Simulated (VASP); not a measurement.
# Al2Cu (I4/mcm) in VASP: further runs

The runs below take Al2Cu through single point, relaxation of cell and atoms, with PBE.

Everything below comes from runs of VASP 6.6.1. Logs are shortened: lines on timing, memory, paths and dates and some standing lists are left out, and cuts for length are marked.

**1. The cell of the first run**

It takes space group I4/mcm (No. 140, tetragonal). The conventional cell has a = 5.998 Å, b = 5.998 Å, c = 4.785 Å, α = 90.00°, β = 90.00°, γ = 90.00°. Al (site symmetry m2m) has 4 Cu at 2.56 Å and 11 Al at 2.69 to 3.19 Å within 3.4 Å. Within 3.2 Å of Cu (site symmetry 422) lie 2 Cu at 2.39 Å and 8 Al at 2.56 Å.

**2. Single point, PBE**

File INCAR:

```
SYSTEM = Al2Cu
PREC     = Accurate       ! precision mode
ENCUT    = 520            ! plane-wave cutoff, eV
EDIFF    = 1E-7           ! SCF threshold, eV
ISMEAR   = 0              ! smearing method
SIGMA    = 0.1            ! smearing width, eV
LREAL    = .False.        ! projectors in reciprocal space
LASPH    = .True.         ! aspherical terms in the spheres
NELM     = 60             ! most SCF steps
ALGO     = Normal         ! electronic algorithm
ISIF     = 2              ! what is computed and relaxed
LWAVE    = .False.        ! write WAVECAR
LCHARG   = .False.        ! write CHGCAR
GGA      = PE             ! functional
NBANDS   = 26             ! bands
```

File KPOINTS:

```
Automatic mesh
0
Gamma
  6 6 6
  0 0 0
```

File POSCAR:

```
Al2Cu
1.0
   -2.9988978300      2.9988978300      2.3927372900
    2.9988978300     -2.9988978300      2.3927372900
    2.9988978300      2.9988978300     -2.3927372900
Al Cu
4 2
Direct
    0.3413930800      0.1586069200      0.5000000000
    0.1586069200      0.6586069200      0.8172138400
    0.8413930800      0.3413930800      0.1827861600
    0.6586069200      0.8413930800      0.5000000000
    0.7500000000      0.7500000000      0.0000000000
    0.2500000000      0.2500000000      0.0000000000
```

Potentials or basis: VASP PAW PBE potentials, release 64 (Al, Cu).

Started as:

```sh
$ cat potpaw_PBE.64/Al/POTCAR potpaw_PBE.64/Cu/POTCAR > POTCAR
$ mpirun -np 1 vasp_std > vasp.out
```

OUTCAR:

```text
SYSTEM = Al2Cu
   PREC = Accurate
   ENCUT = 520
   EDIFF = 1E-7
   ISMEAR = 0
   LREAL = .False.
   LASPH = .True.
   NELM = 60
   ISIF = 2
   GGA = PE

 ion  position               nearest neighbor table
   1  0.341  0.159  0.500-   5 2.56   6 2.56   6 2.56   5 2.56   4 2.69   4 2.85   4 2.85   2 3.06
                             3 3.06   2 3.06   3 3.06   2 3.19   3 3.19   3 3.19   2 3.19
   2  0.159  0.659  0.817-   5 2.56   6 2.56   5 2.56   6 2.56   3 2.69   3 2.85   3 2.85   1 3.06
                             4 3.06   4 3.06   1 3.06   1 3.19   4 3.19   1 3.19   4 3.19
   3  0.841  0.341  0.183-   5 2.56   6 2.56   5 2.56   6 2.56   2 2.69   2 2.85   2 2.85   1 3.06
                             4 3.06   4 3.06   1 3.06   1 3.19   4 3.19   4 3.19   1 3.19
   4  0.659  0.841  0.500-   6 2.56   5 2.56   5 2.56   6 2.56   1 2.69   1 2.85   1 2.85   2 3.06
                             3 3.06   2 3.06   3 3.06   2 3.19   3 3.19   2 3.19   3 3.19
   5  0.750  0.750  0.000-   6 2.39   6 2.39   2 2.56   3 2.56   2 2.56   3 2.56   4 2.56   1 2.56
                             4 2.56   1 2.56
   6  0.250  0.250  0.000-   5 2.39   5 2.39   2 2.56   3 2.56   2 2.56   3 2.56   1 2.56   1 2.56
                             4 2.56   4 2.56

  LATTYP: Found a body centered tetragonal cell.
 ALAT       =     5.9977956600
 C/A-ratio  =     0.7978722269

  Lattice vectors:

 A1 = (  -2.9988978300,   2.9988978300,   2.3927372900)
 A2 = (   2.9988978300,  -2.9988978300,   2.3927372900)
 A3 = (   2.9988978300,   2.9988978300,  -2.3927372900)

Analysis of symmetry for initial positions (statically):
=====================================================================
 Subroutine PRICEL returns:
 Original cell was already a primitive cell.

 Routine SETGRP: Setting up the symmetry group for a
 body centered tetragonal supercell.

 Subroutine GETGRP returns: Found 16 space group operations
 (whereof  8 operations were pure point group operations)
 out of a pool of 16 trial point group operations.

The static configuration has the point symmetry C_4h.
 The point group associated with its full space group is D_4h.

Analysis of symmetry for dynamics (positions and initial velocities):
=====================================================================
 Subroutine PRICEL returns:
 Original cell was already a primitive cell.

 Routine SETGRP: Setting up the symmetry group for a
 body centered tetragonal supercell.

 Subroutine GETGRP returns: Found 16 space group operations
 (whereof  8 operations were pure point group operations)
 out of a pool of 16 trial point group operations.

The dynamic configuration has the point symmetry C_4h.
 The point group associated with its full space group is D_4h.

 Subroutine INISYM returns: Found 16 space group operations
 (whereof  8 operations are pure point group operations),
 and found     1 'primitive' translations

----------------------------------------------------------------------------------------

                                     Primitive cell

  volume of cell :      86.0753

  direct lattice vectors                    reciprocal lattice vectors
    -2.998897830  2.998897830  2.392737290     0.000000000  0.166727921  0.208965691
     2.998897830 -2.998897830  2.392737290     0.166727921  0.000000000  0.208965691
     2.998897830  2.998897830 -2.392737290     0.166727921  0.166727921  0.000000000

  length of vectors
     4.869493621  4.869493621  4.869493621     0.267329122  0.267329122  0.235788887

  position of ions in fractional coordinates (direct lattice)
     0.341393080  0.158606920  0.500000000
     0.158606920  0.658606920  0.817213840
     0.841393080  0.341393080  0.182786160
     0.658606920  0.841393080  0.500000000
     0.750000000  0.750000000  0.000000000
     0.250000000  0.250000000  0.000000000

  ion indices of the primitive-cell ions
   primitive index   ion index
                 1           1
                 2           2
                 3           3
                 4           4
                 5           5
                 6           6

----------------------------------------------------------------------------------------

 KPOINTS: Automatic mesh

Automatic generation of k-mesh.
 Grid dimensions read from file:
 generate k-points for:    6    6    6

 Generating k-lattice:

  Cartesian coordinates                     Fractional coordinates (reciprocal lattice)
     0.000000000  0.027787987  0.034827615     0.166666667 -0.000000000  0.000000000
     0.027787987  0.000000000  0.034827615    -0.000000000  0.166666667  0.000000000
     0.027787987  0.027787987  0.000000000     0.000000000  0.000000000  0.166666667

  Length of vectors
     0.044554854  0.044554854  0.039298148

  Shift w.r.t. Gamma in fractional coordinates (k-lattice)
     0.000000000  0.000000000  0.000000000

 Subroutine IBZKPT returns following result:
 ===========================================

 Found     30 irreducible k-points:

 Following reciprocal coordinates:
            Coordinates               Weight
  0.000000  0.000000  0.000000      1.000000
  0.166667 -0.000000  0.000000      8.000000
  0.333333 -0.000000  0.000000      8.000000
  0.500000  0.000000  0.000000      4.000000
  0.166667  0.166667  0.000000      8.000000
  0.333333  0.166667 -0.000000     16.000000
[... 16 lines left out ...]
 -0.333333 -0.333333  0.166667      8.000000
 -0.166667 -0.333333  0.166667      8.000000
 [... further k-points ...]
   k-points           NKPTS =     30   k-points in BZ     NKDIM =     30   number of bands    NBANDS=     26
   number of dos      NEDOS =    301   number of ions     NIONS =      6
   total plane-waves  NPLWV =  46656
   dimension x,y,z NGX =    36 NGY =   36 NGZ =   36
   dimension x,y,z NGXF=    72 NGYF=   72 NGZF=   72
   ions per type =               4   2
   NGX,Y,Z   is equivalent  to a cutoff of  12.29, 12.29, 12.29 a.u.
   NGXF,Y,Z  is equivalent  to a cutoff of  24.58, 24.58, 24.58 a.u.
 SYSTEM =  Al2Cu
   PREC   = accura    normal or accurate (medium, high low for compatibility)
   ISTART =      0    job   : 0-new  1-cont  2-samecut
   ICHARG =      2    charge: 1-file 2-atom 10-const
   ISPIN  =      1    spin polarized calculation?
   LNONCOLLINEAR =      F non collinear calculations
   LSORBIT =      F    spin-orbit coupling
   LASPH  =      T    aspherical Exc in radial PAW
   ENCUT  =  520.0 eV  38.22 Ry    6.18 a.u.   9.05  9.05  9.05*2*pi/ulx,y,z
   NELM   =     60;   NELMIN=  2; NELMDL= -5     # of ELM steps
   EDIFF  = 0.1E-06   stopping-criterion for ELM
   LREAL  =      F    real-space projection
   EDIFFG = 0.1E-05   stopping-criterion for IOM
   NSW    =      0    number of steps for IOM
   IBRION =     -1    ionic relax: 0-MD 1-quasi-New 2-CG
   NFREE  =      0    steps in history (QN), initial steepest desc. (CG)
   ISIF   =      2    stress and relaxation
   ISYM   =      2    0-nonsym 1-usesym 2-fastsym
   POTIM  = 0.5000    time-step for ionic-motion
   TEBEG  =    0.0;   TEEND  =   0.0 temperature during run
   PSTRESS=    0.0 pullay stress
   NELECT =      34.0000    total number of electrons
   NUPDOWN=      -1.0000    fix difference up-down
   EMIN   =  10.00;   EMAX   =-10.00  energy-range for DOS
   EFERMI =   0.00;   METHOD = LEGACY
   ISMEAR =     0;   SIGMA  =   0.10  broadening in eV -4-tet -1-fermi 0-gaus
   EFERMI_NEDOS =   21; number of points for ismear=-14 and -15
   IALGO  =     38    algorithm
   IMIX   =      4    mixing-type and parameters
     AMIX     =   0.40;   BMIX     =  1.00
     AMIX_MAG =   1.60;   BMIX_MAG =  1.00
  volume/ion in A,a.u.               =      14.35        96.81
  Fermi-wavevector in a.u.,A,eV,Ry     =   1.201181  2.269902 19.630964  1.442835
  Thomas-Fermi vector in A             =   2.336997
   LORBIT       =      0    0 simple, 1 ext, 2 COOP (PROOUT), +10 PAW based schemes
   GGA     = PE    functional components
   LHFCALC =     F    Hartree Fock is set to
   AEXX    =    0.0000 exact exchange contribution
   IVDW    =     0    specifies the selected vdW correction
   LEPSILON=     F    determine dielectric tensor
   LRPA    =     F    only Hartree local field effects (RPA)
 non-spin polarized calculation
 Gauss-broadening in eV      SIGMA  =   0.10
  energy-cutoff  :      520.00
  volume of cell :       86.08
 maximum number of plane-waves:      2334
   NGX = 19   NGY = 19   NGZ = 19

 number of electron      34.0000017 magnetization

 Free energy of the ion-electron system (eV)
  ---------------------------------------------------
  ext. energy  EPLUGINS =         0.00000000
  ---------------------------------------------------
  free energy    TOTEN  =       -23.38185601 eV

  energy without entropy =      -23.36609715  energy(sigma->0) =      -23.37397658

 E-fermi :   8.3699     XC(G=0): -11.0174

 val. band max:        8.3552824124   @ k =  -0.3333   0.1667   0.0000
 cond. band min:       8.3709305136   @ k =   0.5000   0.3333   0.0000
 fundamental gap:      0.0156481012
 Fermi energy:         8.3699342529

 k-point     1 :       0.0000    0.0000    0.0000
  band No.  band energies     occupation
      1      -2.6193      2.00000
      2       2.9026      2.00000
      3       3.1109      2.00000
      4       3.1117      2.00000
      5       3.1117      2.00000
      6       4.0535      2.00000
[... 18 lines left out ...]
     25      13.7038      0.00000
     26      14.3047      0.00000

 k-point     2 :       0.1667   -0.0000    0.0000
  band No.  band energies     occupation
      1      -2.3203      2.00000
      2       2.8804      2.00000
      3       3.0056      2.00000
      4       3.0987      2.00000
      5       3.1788      2.00000
      6       3.9966      2.00000
[... 18 lines left out ...]
     25      14.0401      0.00000
     26      14.6814      0.00000

 k-point     3 :       0.3333   -0.0000    0.0000
  band No.  band energies     occupation
      1      -1.4336      2.00000
      2       1.8188      2.00000
      3       2.8690      2.00000
      4       3.0443      2.00000
      5       3.3136      2.00000
      6       3.8210      2.00000
[... 18 lines left out ...]
     25      14.9090      0.00000
     26      15.4463      0.00000

 k-point     4 :       0.5000    0.0000    0.0000
  band No.  band energies     occupation
      1       0.0001      2.00000
      2       0.0001      2.00000
      3       2.9408      2.00000
      4       2.9408      2.00000
      5       3.4746      2.00000
      6       3.4746      2.00000
[... 18 lines left out ...]
     25      16.0927      0.00000
     26      16.0927      0.00000
[... 496 lines left out ...]
      1      -0.0946      2.00000
      2       0.6493      2.00000
      3       2.2249      2.00000
      4       2.3644      2.00000
      5       3.3984      2.00000
      6       3.5871      2.00000
[... 18 lines left out ...]
     25      15.2109      0.00000
     26      15.9559      0.00000

 k-point    23 :      -0.3333   -0.3333    0.1667
  band No.  band energies     occupation
      1       0.4391      2.00000
      2       0.9603      2.00000
      3       0.9756      2.00000
      4       2.9606      2.00000
      5       3.1139      2.00000
      6       3.4707      2.00000
[... 18 lines left out ...]
     25      15.1012      0.00000
     26      16.9415      0.00000

 k-point    24 :      -0.1667   -0.3333    0.1667
  band No.  band energies     occupation
      1      -0.8822      2.00000
      2       1.6401      2.00000
      3       2.5171      2.00000
      4       2.8605      2.00000
      5       3.4411      2.00000
      6       3.4920      2.00000
[... 18 lines left out ...]
     25      15.8719      0.00000
     26      15.9051      0.00000

 [... further k-points ...]

------------------------ aborting loop because EDIFF is reached ----------------------------------------

  FORCE on cell =-STRESS in cart. coord.  units (eV):
  Direction    XX          YY          ZZ          XY          YZ          ZX
  --------------------------------------------------------------------------------------
  -------------------------------------------------------------------------------------
  Total        1.6843256      1.6843256      3.7341481      0.0000000     -0.0000000      0.0000000
  in kB       31.3514976     31.3514976     69.5062358      0.0000000     -0.0000000      0.0000000
  external PRESSURE =      44.0697437 kB  Pullay stress =       0.0000000 kB

 VOLUME and BASIS-vectors are now :
 -----------------------------------------------------------------------------
  energy-cutoff  :      520.00
  volume of cell :       86.08
      direct lattice vectors                 reciprocal lattice vectors
    -2.998897830  2.998897830  2.392737290     0.000000000  0.166727921  0.208965691
     2.998897830 -2.998897830  2.392737290     0.166727921  0.000000000  0.208965691
     2.998897830  2.998897830 -2.392737290     0.166727921  0.166727921  0.000000000

 POSITION                                       TOTAL-FORCE (eV/Angst)
 -----------------------------------------------------------------------------------
      0.95129      2.04761      0.00000        -0.037714      0.037714     -0.000000
      3.95019      0.95129     -0.00000        -0.037714     -0.037714      0.000000
     -0.95129      2.04761      2.39274         0.037714      0.037714     -0.000000
      2.04761      0.95129      2.39274         0.037714     -0.037714      0.000000
      0.00000      0.00000      3.58911        -0.000000      0.000000      0.000000
      0.00000      0.00000      1.19637        -0.000000      0.000000      0.000000
 -----------------------------------------------------------------------------------
    total drift:                                0.000000     -0.000000      0.000000

  FREE ENERGIE OF THE ION-ELECTRON SYSTEM (eV)
  ---------------------------------------------------
  free  energy   TOTEN  =       -23.3818560088 eV

  energy  without entropy=      -23.3660971509  energy(sigma->0) =      -23.37397658
```

It took 55 s on 1 thread of AMD EPYC 9R45 (Zen 5), shared host; peak memory 0.2 GiB.

Results:

```
Free energy            : -23.3819 eV
Pressure               : 4.4 GPa
Largest force          : 0.053 eV/Å
Band gap on the k mesh : zero (bands 17 and 18 overlap by 4.20 eV)
```

Forces in eV/Å, atoms in the order of the input:
```
Al  -0.038  0.038  0.000
Al  -0.038 -0.038  0.000
Al   0.038  0.038  0.000
Al   0.038 -0.038  0.000
Cu   0.000  0.000  0.000
Cu   0.000  0.000  0.000
```

Stress tensor (GPa, compression positive):
```
3.14 0.00 0.00
0.00 3.14 0.00
0.00 0.00 6.95
```

Levels at points of the mesh, in eV from the Fermi level:
| k point | band 13 | band 14 | band 15 | band 16 | band 17 | band 18 | band 19 | band 20 | band 21 | band 22 |
| --- | --- | --- | --- | --- | --- | --- | --- | --- | --- | --- |
| (0.00, 0.00, 0.00) | -3.03 | -2.03 | -1.33 | -1.20 | -1.20 | -0.84 | -0.18 | 0.06 | 1.62 | 1.62 |
| (0.50, 0.00, 0.00) | -3.14 | -3.14 | -2.63 | -2.63 | 0.24 | 0.24 | 4.11 | 4.11 | 4.38 | 4.38 |
| (0.50, 0.50, 0.00) | -2.84 | -2.79 | -1.53 | -1.34 | -0.86 | -0.59 | 0.79 | 1.28 | 4.69 | 4.85 |
| (0.50, 0.50, 0.50) | -3.42 | -3.26 | -3.26 | -1.79 | 2.70 | 3.01 | 3.01 | 3.40 | 4.29 | 4.93 |

Caveat: the cell stands under pressure.

**3. Single point, PBE**

This run uses another cell than the first one, of 14.91 Å³/atom.

File INCAR:

```
PREC     = Accurate       # precision mode
ENCUT    = 520            # plane-wave cutoff, eV
EDIFF    = 1E-6           # SCF threshold, eV
ISMEAR   = 0              # smearing method
SIGMA    = 0.1            # smearing width, eV
LREAL    = False          # projectors in reciprocal space
LASPH    = True           # aspherical terms in the spheres
NELM     = 60             # most SCF steps
ALGO     = Fast           # electronic algorithm
ISIF     = 2              # what is computed and relaxed
LWAVE    = False          # write WAVECAR
LCHARG   = True           # write CHGCAR
GGA      = PE             # functional
LELF     = True           # ELF
LVHAR    = True         
NBANDS   = 26             # bands
```

File KPOINTS:

```
regular mesh
0
Gamma
  10 10 10
```

File POSCAR:

```
Al2Cu
1.0
   -3.0260353323      3.0260353323      2.4416656490
    3.0260353323     -3.0260353323      2.4416656490
    3.0260353323      3.0260353323     -2.4416656490
Al Cu
4 2
Direct
    0.3412775159      0.1587224841      0.5000000000
    0.1587224841      0.6587224841      0.8174449683
    0.8412775159      0.3412775159      0.1825550317
    0.6587224841      0.8412775159      0.5000000000
    0.7500000000      0.7500000000      0.0000000000
    0.2500000000      0.2500000000      0.0000000000
```

Potentials or basis: VASP PAW PBE potentials, release 64 (Al, Cu).

Started as:

```sh
$ cat potpaw_PBE.64/Al/POTCAR potpaw_PBE.64/Cu/POTCAR > POTCAR
$ mpirun -np 1 vasp_std > vasp.out
```

It took 4 min on 1 thread of AMD EPYC 9R45 (Zen 5), shared host; peak memory 0.34 GiB.

It converged, with:

```yaml
Free_energy: -23.3892 eV
Pressure: 0.2 GPa
Band_gap_on_the_k_mesh: zero (bands 17 and 18 overlap by 4.32 eV)
```

Forces in eV/Å, atoms in the order of the input:
```
Al  -0.002  0.002  0.000
Al  -0.002 -0.002  0.000
Al   0.002  0.002  0.000
Al   0.002 -0.002  0.000
Cu   0.000  0.000  0.000
Cu   0.000  0.000  0.000
```

Levels at points of the mesh, in eV from the Fermi level:
```
           k point  band 15  band 16  band 17  band 18  band 19  band 20
(0.00, 0.00, 0.00)    -1.33    -1.17    -1.17    -0.81    -0.36     0.09
(0.50, 0.00, 0.00)    -2.57    -2.57     0.25     0.25     4.06     4.06
(0.50, 0.50, 0.00)    -1.40    -1.26    -0.97    -0.67     0.81     1.28
(0.50, 0.50, 0.50)    -3.19    -1.81     2.57     2.98     2.98     3.34
```

[end of part 1 of 2]
